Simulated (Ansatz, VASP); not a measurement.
## Ni in VASP and in Ansatz

```
Ni
1.0
     0.00000    1.75924    1.75924
     1.75924    0.00000    1.75924
     1.75924    1.75924    0.00000
Ni
1
Direct
  0.00000 0.00000 0.00000
```

Alike in both runs: functional PBE; k mesh 20 × 20 × 20; occupations gaussian, width 0.1 eV; collinear spin.

Ansatz relaxed the structure, and its values are those at the end. VASP's run is a single point on that final structure, the one shown.

```csv
,VASP,Ansatz
version,VASP 6.6.1,Ansatz 0.2.0
potentials or method,"VASP PAW PBE potentials, release 64 (Ni), cutoff 520 eV","scalar-relativistic, plane waves, PAW"
valence electrons in the cell,10,18
```

VASP gave:

| Item | Value |
| --- | --- |
| gap on the k mesh at the Fermi level (eV) | none |
| pressure (GPa) | 0.0 |
| net moment per atom (μB) | 0.63 |
| size of the moment on the site where the two differ most (μB) | 0.64 |

Question: Which values does Ansatz return?

Answer: gap on the k mesh at the Fermi level (eV): none; pressure (GPa): 0.0; net moment per atom (μB): 0.64; size of the moment on the site where the two differ most (μB): 0.68.

Site moments also hang on the region over which each program counts them. A gap of «none» marks a metal or a gap that the smearing closes. VASP's potentials hold 10 valence electrons a cell and Ansatz's 18, so a difference there can come from the potentials and not from the codes.
